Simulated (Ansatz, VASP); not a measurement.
Given: the input of a run of Ansatz 0.2.0 on Sb.

input.yaml

```yaml
crystal:
  lattice:
    - [-1.5659590577, 1.5659590577, 2.6937369538]
    - [1.5659590577, -1.5659590577, 2.6937369538]
    - [1.5659590577, 1.5659590577, -2.6937369538]
  atoms:
    - { symbol: Sb, position: [0.0, 0.0, 0.0] }
hamiltonian:
  xc: pbe0
  pseudopotentials: { kind: paw }
kpoints:
  mp_grid: { grid: [6, 6, 6] }
scf:
  occupations: { method: fermi_dirac, width: 0.05 }
output:
  forces: true
  stress: true
  eigenvalues: true
```

Potentials or basis: Ansatz PAW.

Run with:

```bash
$ ansatz run input.yaml --threads 2 --pin off --max-ram 5632MiB --backend cpu --events-out ev --progress --plain --runs-dir out
```

Question: Set up the same calculation for VASP 6.6.1. Potentials there: VASP PAW PBE potentials, release 64 (Sb).

Answer: As run (the cutoff follows the program's own potentials):

POSCAR

```
Sb
1.0
   -1.5659590577      1.5659590577      2.6937369538
    1.5659590577     -1.5659590577      2.6937369538
    1.5659590577      1.5659590577     -2.6937369538
Sb
1
Direct
    0.0000000000      0.0000000000      0.0000000000
```

INCAR.step1

```
ALGO     = Normal         # electronic algorithm
EDIFF    = 1E-5           # SCF threshold, eV
ENCUT    = 520            # plane-wave cutoff, eV
GGA      = PE             # functional
ISIF     = 2              # what is computed and relaxed
ISMEAR   = -1             # smearing method
LASPH    = True           # aspherical terms in the spheres
LCHARG   = False          # write CHGCAR
LREAL    = False          # projectors in reciprocal space
LWAVE    = True           # write WAVECAR
NBANDS   = 8              # bands
NELM     = 80             # most SCF steps
PREC     = Accurate       # precision mode
SIGMA    = 0.05           # smearing width, eV
```

File INCAR.step2:

```
AEXX     = 0.25           # exact-exchange fraction
ALGO     = Normal         # electronic algorithm
EDIFF    = 1E-7           # SCF threshold, eV
ENCUT    = 520            # plane-wave cutoff, eV
GGA      = PE             # functional
ISIF     = 2              # what is computed and relaxed
ISMEAR   = -1             # smearing method
ISTART   = 1            
LASPH    = True           # aspherical terms in the spheres
LCHARG   = False          # write CHGCAR
LHFCALC  = True           # exact exchange
LREAL    = False          # projectors in reciprocal space
LWAVE    = False          # write WAVECAR
NBANDS   = 8              # bands
NELM     = 80             # most SCF steps
PREC     = Accurate       # precision mode
PRECFOCK = Normal       
SIGMA    = 0.05           # smearing width, eV
```

Contents of KPOINTS:

```
k-points
0
Gamma
  6 6 6
```

Potentials or basis: VASP PAW PBE potentials, release 64 (Sb).

The run is started by

```sh
$ cat potpaw_PBE.64/Sb/POTCAR > POTCAR
$ cp INCAR.step1 INCAR
$ mpirun -np 1 vasp_std > vasp.out
$ cp INCAR.step2 INCAR
$ mpirun -np 1 vasp_std > vasp.out
```

Both were run:

|  | VASP | Ansatz | Ansatz less VASP |
| --- | --- | --- | --- |
| gap on the k mesh at the Fermi level (eV) | none | none | - |
| pressure (GPa) | -0.5 | 0.7 | +1.26 |
| traceless stress, the component that is largest in VASP (GPa) | -2.03 | -2.30 | -0.268 |

A gap of «none» marks a metal or a gap that the smearing closes. VASP's potentials hold 5 valence electrons a cell and Ansatz's 15, so a difference there can come from the potentials and not from the codes.

The k mesh is coarse, so the values compare programs but aren't converged. Spin-orbit coupling is off throughout.
